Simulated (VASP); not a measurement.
SiC (lda), 2 atoms in the cell. It takes space group F-43m (No. 216, cubic). Conventional cell: a = 4.329 Å, b = 4.329 Å, c = 4.329 Å, α = 90.00°, β = 90.00°, γ = 90.00°. Si (site symmetry -43m) has 4 C at 1.87 Å within 2.5 Å. C (site symmetry -43m) has 4 Si at 1.87 Å within 2.5 Å. 

| Item | Value |
| --- | --- |
| Program | VASP 6.6.1 |
| Task | single point |
| Functional | LDA |
| Potentials or basis | VASP PAW LDA potentials, release 64 (Si, C) |
| Cutoff | 600 eV |
| k mesh | 10 × 10 × 10 |
| Occupations | gaussian, width 0.02 eV |
| Spin | no spin polarisation |
| Dipole correction | no |
| Further INCAR settings | ALGO = Normal; EDIFF = 1e-06; NBANDS = 11 |

Potentials or basis: VASP PAW LDA potentials, release 64 (Si, C).

The run is started by

```console
$ cat potpaw_LDA.64/Si/POTCAR potpaw_LDA.64/C/POTCAR > POTCAR
$ mpirun -np 1 vasp_std > vasp.out
```

Hardware: 1 thread of Intel Xeon 8259CL (shared host).

Task: How long does it take, and how much memory?

Result: Run time: 7 s on 1 thread of Intel Xeon 8259CL (shared host), peak memory 0.13 GiB. Counts: scf iterations 11, k points 47.
